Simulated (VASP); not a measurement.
# Hg (I4/mmm) in VASP: single point with PBE+D3(BJ)

Aim: the single point of Hg with PBE+D3(BJ).

Everything below comes from runs of VASP 6.6.1. Logs are shortened: lines on timing, memory, paths and dates and some standing lists are left out, and cuts for length are marked.

## (1) The cell of the first run

The structure is tetragonal, space group I4/mmm (No. 139). The conventional cell has a = 3.692 Å, b = 3.692 Å, c = 3.668 Å, α = 90.00°, β = 90.00°, γ = 90.00°. Hg (site symmetry 4/mmm) has 14 Hg at 3.19 to 3.69 Å within 4.2 Å.

## (2) Single point, PBE+D3(BJ)

INCAR reads:

```
ALGO = Fast
EDIFF = 1E-6
ENCUT = 520
GGA = PE
ISIF = 2
ISMEAR = 0
IVDW = 12
LASPH = T
LCHARG = T
LELF = T
LREAL = F
LVHAR = T
LWAVE = F
NBANDS = 32
NELM = 60
PREC = Accurate
SIGMA = 0.01
```

KPOINTS reads:

```
k-points
0
Gamma
  8 8 8
```

POSCAR reads:

```
Hg
1.0
   -2.6109410623      2.6109410623      3.6681565438
    2.6109410623     -2.6109410623      3.6681565438
    2.6109410623      2.6109410623     -3.6681565438
Hg
4
Direct
    0.8750000000      0.3749990691      0.9999990691
    0.3750000000      0.8750009309      0.0000009309
    0.6250009309      0.6250000000      0.5000009309
    0.1249990691      0.1250000000      0.4999990691
```

Potentials or basis: VASP PAW PBE potentials, release 64 (Hg).

Launch:

```sh
$ cat potpaw_PBE.64/Hg/POTCAR > POTCAR
$ mpirun -np 1 vasp_std > vasp.out
```

OUTCAR:

```text
EDIFF = 1E-6
   ENCUT = 520
   GGA = PE
   ISIF = 2
   ISMEAR = 0
   IVDW = 12
   LASPH = T
   LREAL = F
   NELM = 60
   PREC = Accurate
 IVDW          = 12

 ion  position               nearest neighbor table
   1  0.875  0.375  1.000-   3 3.19   4 3.19   4 3.19   3 3.19   4 3.19   3 3.19   3 3.19   4 3.19
                             2 3.67   2 3.67   2 3.69   2 3.69   2 3.69   2 3.69
   2  0.375  0.875  0.000-   4 3.19   3 3.19   4 3.19   3 3.19   3 3.19   4 3.19   4 3.19   3 3.19
                             1 3.67   1 3.67   1 3.69   1 3.69   1 3.69   1 3.69
   3  0.625  0.625  0.500-   2 3.19   1 3.19   1 3.19   2 3.19   1 3.19   2 3.19   2 3.19   1 3.19
                             4 3.67   4 3.67   4 3.69   4 3.69   4 3.69   4 3.69
   4  0.125  0.125  0.500-   1 3.19   2 3.19   1 3.19   2 3.19   2 3.19   2 3.19   1 3.19   1 3.19
                             3 3.67   3 3.67   3 3.69   3 3.69   3 3.69   3 3.69

  LATTYP: Found a body centered tetragonal cell.
 ALAT       =     5.2218821246
 C/A-ratio  =     1.4049174057

  Lattice vectors:

 A1 = (  -2.6109410623,   2.6109410623,   3.6681565438)
 A2 = (   2.6109410623,  -2.6109410623,   3.6681565438)
 A3 = (   2.6109410623,   2.6109410623,  -3.6681565438)

Analysis of symmetry for initial positions (statically):
=====================================================================
 Subroutine PRICEL returns following result:

  LATTYP: Found a body centered tetragonal cell.
 ALAT       =     3.6924145117
 C/A-ratio  =     0.9934303238

  Lattice vectors:

 A1 = (  -0.0000145832,  -2.6109264791,  -1.8340782719)
 A2 = (   0.0000048611,   2.6109362012,  -1.8340782719)
 A3 = (   2.6109459234,  -0.0000048611,   1.8340782719)

   4 primitive cells build up your supercell.

 Routine SETGRP: Setting up the symmetry group for a
 body centered tetragonal supercell.

 Subroutine GETGRP returns: Found 16 space group operations
 (whereof  8 operations were pure point group operations)
 out of a pool of 16 trial point group operations.

The static configuration has the point symmetry D_2d.
 The point group associated with its full space group is D_4h.

Analysis of symmetry for dynamics (positions and initial velocities):
=====================================================================
 Subroutine PRICEL returns following result:

  LATTYP: Found a body centered tetragonal cell.
 ALAT       =     3.6924145117
 C/A-ratio  =     0.9934303238

  Lattice vectors:

 A1 = (  -0.0000145832,  -2.6109264791,  -1.8340782719)
 A2 = (   0.0000048611,   2.6109362012,  -1.8340782719)
 A3 = (   2.6109459234,  -0.0000048611,   1.8340782719)

   4 primitive cells build up your supercell.

 Routine SETGRP: Setting up the symmetry group for a
 body centered tetragonal supercell.

 Subroutine GETGRP returns: Found 16 space group operations
 (whereof  8 operations were pure point group operations)
 out of a pool of 16 trial point group operations.

The dynamic configuration has the point symmetry D_2d.
 The point group associated with its full space group is D_4h.

 Subroutine INISYM returns: Found 16 space group operations
 (whereof  8 operations are pure point group operations),
 and found     4 'primitive' translations

----------------------------------------------------------------------------------------

                                     Primitive cell

  volume of cell :      25.0058

  direct lattice vectors                    reciprocal lattice vectors
    -0.000014583 -2.610926479 -1.834078272     0.191501833 -0.191503259 -0.272617516
     0.000004861  2.610936201 -1.834078272     0.191501833  0.191501833 -0.272616500
     2.610945923 -0.000004861  1.834078272     0.383003667 -0.000001426 -0.000001015

  length of vectors
     3.190733487  3.190741443  3.190749398     0.384274329  0.384272899  0.383003667

  position of ions in fractional coordinates (direct lattice)
     0.249992553  0.749999069  0.499991622

  ion indices of the primitive-cell ions
   primitive index   ion index
                 1           1

----------------------------------------------------------------------------------------

 KPOINTS: k-points

Automatic generation of k-mesh.
 Grid dimensions read from file:
 generate k-points for:    8    8    8

 Generating k-lattice:

  Cartesian coordinates                     Fractional coordinates (reciprocal lattice)
     0.000000000  0.023937729  0.017038531     0.125000000  0.000000000  0.000000000
     0.023937729  0.000000000  0.017038531     0.000000000  0.125000000  0.000000000
     0.023937729  0.023937729  0.000000000     0.000000000  0.000000000  0.125000000

  Length of vectors
     0.029382417  0.029382417  0.033853061

  Shift w.r.t. Gamma in fractional coordinates (k-lattice)
     0.000000000  0.000000000  0.000000000

 Subroutine IBZKPT returns following result:
 ===========================================

 Found     59 irreducible k-points:

 Following reciprocal coordinates:
            Coordinates               Weight
  0.000000  0.000000  0.000000      1.000000
  0.125000  0.000000 -0.000000      8.000000
  0.250000  0.000000 -0.000000      8.000000
  0.375000  0.000000 -0.000000      8.000000
  0.500000  0.000000 -0.000000      4.000000
  0.125000  0.125000 -0.000000      8.000000
[... 16 lines left out ...]
  0.250000  0.125000  0.125000     16.000000
  0.375000  0.125000  0.125000      8.000000
 [... further k-points ...]
   k-points           NKPTS =     59   k-points in BZ     NKDIM =     59   number of bands    NBANDS=     32
   number of dos      NEDOS =    301   number of ions     NIONS =      4
   total plane-waves  NPLWV =  64000
   dimension x,y,z NGX =    40 NGY =   40 NGZ =   40
   dimension x,y,z NGXF=    80 NGYF=   80 NGZF=   80
   ions per type =               4
   NGX,Y,Z   is equivalent  to a cutoff of  12.78, 12.78, 12.78 a.u.
   NGXF,Y,Z  is equivalent  to a cutoff of  25.55, 25.55, 25.55 a.u.
 SYSTEM =  unknown system
   PREC   = accura    normal or accurate (medium, high low for compatibility)
   ISTART =      0    job   : 0-new  1-cont  2-samecut
   ICHARG =      2    charge: 1-file 2-atom 10-const
   ISPIN  =      1    spin polarized calculation?
   LNONCOLLINEAR =      F non collinear calculations
   LSORBIT =      F    spin-orbit coupling
   LASPH  =      T    aspherical Exc in radial PAW
   ENCUT  =  520.0 eV  38.22 Ry    6.18 a.u.   9.68  9.68  9.68*2*pi/ulx,y,z
   NELM   =     60;   NELMIN=  2; NELMDL= -5     # of ELM steps
   EDIFF  = 0.1E-05   stopping-criterion for ELM
   LREAL  =      F    real-space projection
[... 7 lines left out ...]
   TEBEG  =    0.0;   TEEND  =   0.0 temperature during run
   PSTRESS=    0.0 pullay stress
   NELECT =      48.0000    total number of electrons
   NUPDOWN=      -1.0000    fix difference up-down
   EMIN   =  10.00;   EMAX   =-10.00  energy-range for DOS
   EFERMI =   0.00;   METHOD = LEGACY
   ISMEAR =     0;   SIGMA  =   0.01  broadening in eV -4-tet -1-fermi 0-gaus
   EFERMI_NEDOS =   21; number of points for ismear=-14 and -15
   IALGO  =     68    algorithm
   IMIX   =      4    mixing-type and parameters
     AMIX     =   0.40;   BMIX     =  1.00
     AMIX_MAG =   1.60;   BMIX_MAG =  1.00
  volume/ion in A,a.u.               =      25.01       168.75
  Fermi-wavevector in a.u.,A,eV,Ry     =   1.281705  2.422070 22.351195  1.642766
  Thomas-Fermi vector in A             =   2.414059
   LORBIT       =      0    0 simple, 1 ext, 2 COOP (PROOUT), +10 PAW based schemes
   GGA     = PE    functional components
   LHFCALC =     F    Hartree Fock is set to
   AEXX    =    0.0000 exact exchange contribution
   IVDW    =    12    specifies the selected vdW correction
   LEPSILON=     F    determine dielectric tensor
   LRPA    =     F    only Hartree local field effects (RPA)
 non-spin polarized calculation
 RMM-DIIS sequential band-by-band and
 Gauss-broadening in eV      SIGMA  =   0.01
  energy-cutoff  :      520.00
  volume of cell :      100.02
 maximum number of plane-waves:      2725
   NGX = 19   NGY = 19   NGZ = 19

 number of electron      47.9999996 magnetization

 Free energy of the ion-electron system (eV)
  ---------------------------------------------------
  ext. energy  EPLUGINS =         0.00000000
  ---------------------------------------------------
  free energy    TOTEN  =        -0.58957295 eV

  energy without entropy =       -0.58932886  energy(sigma->0) =       -0.58945090

 E-fermi :   2.1855     XC(G=0): -10.5469

 val. band max:        2.1760563405   @ k =  -0.3750   0.2500   0.0000
 cond. band min:       2.1871847116   @ k =   0.5000   0.2500  -0.0000
 fundamental gap:      0.0111283711
 Fermi energy:         2.1854695628

 k-point     1 :       0.0000    0.0000    0.0000
  band No.  band energies     occupation
      1      -6.2794      2.00000
      2      -5.2635      2.00000
      3      -5.2616      2.00000
      4      -4.6455      2.00000
      5      -4.6286      2.00000
      6      -4.6286      2.00000
[... 24 lines left out ...]
     31       6.0878      0.00000
     32       6.0878      0.00000

 k-point     2 :       0.1250    0.0000   -0.0000
  band No.  band energies     occupation
      1      -6.1293      2.00000
      2      -5.2114      2.00000
      3      -5.2095      2.00000
      4      -4.8912      2.00000
      5      -4.7477      2.00000
      6      -4.7477      2.00000
[... 24 lines left out ...]
     31       6.7511      0.00000
     32       7.6756      0.00000
[... 733 lines left out ...]
     31       9.3371      0.00000
     32      11.2043      0.00000

 k-point    24 :       0.3750    0.1250    0.1250
  band No.  band energies     occupation
      1      -5.0981      2.00000
      2      -5.0980      2.00000
      3      -4.9494      2.00000
      4      -4.9494      2.00000
      5      -4.8452      2.00000
      6      -4.8452      2.00000
[... 24 lines left out ...]
     31      10.6262      0.00000
     32      10.6263      0.00000

 [... further k-points ...]

------------------------ aborting loop because EDIFF is reached ----------------------------------------

 Edisp (eV)   -1.67525

 E8    (eV) :    -0.7593

  FORCE on cell =-STRESS in cart. coord.  units (eV):
  Direction    XX          YY          ZZ          XY          YZ          ZX
  --------------------------------------------------------------------------------------
  -------------------------------------------------------------------------------------
  Total       0.14911     0.14911     0.17483     0.00000     0.00000     0.00000
  in kB       2.38838     2.38838     2.80045     0.00000     0.00000     0.00000
  external pressure =        2.53 kB  Pullay stress =        0.00 kB

 VOLUME and BASIS-vectors are now :
 -----------------------------------------------------------------------------
  energy-cutoff  :      520.00
  volume of cell :      100.02
      direct lattice vectors                 reciprocal lattice vectors
    -2.610941062  2.610941062  3.668156544     0.000000000  0.191501833  0.136308250
     2.610941062 -2.610941062  3.668156544     0.191501833  0.000000000  0.136308250
     2.610941062  2.610941062 -3.668156544     0.191501833  0.191501833  0.000000000

 POSITION                                       TOTAL-FORCE (eV/Angst)
 -----------------------------------------------------------------------------------
      1.30547      3.91641      0.91704        -0.000000      0.000000      0.000000
      1.30548     -1.30547      4.58520         0.000000     -0.000000      0.000000
      1.30547      1.30548      2.75112         0.000000     -0.000000      0.000000
      1.30547      1.30547     -0.91704        -0.000000      0.000000      0.000000
 -----------------------------------------------------------------------------------
    total drift:                                0.000004     -0.000004     -0.000000

  FREE ENERGIE OF THE ION-ELECTRON SYSTEM (eV)
  ---------------------------------------------------
  free  energy   TOTEN  =        -2.2648185517 eV

  energy  without entropy=       -2.2645744649  energy(sigma->0) =       -2.26469651
```

Wall time 1.8 min (1 thread of AMD EPYC 7R13 (Zen 3), shared host); peak memory 0.29 GiB.

What came out:

```yaml
Free_energy: -2.2648 eV
Pressure: 0.3 GPa
Band_gap_on_the_k_mesh: zero (band 24 reaches 5.12 eV, above the bottom of band 25 at 1.15 eV)
Dispersion_energy_per_atom: -0.419 eV
```

Caveat: spin-orbit coupling is left out, which moves the levels of the heavy elements; pairwise dispersion overbinds metals, which lowers pressure and volume.
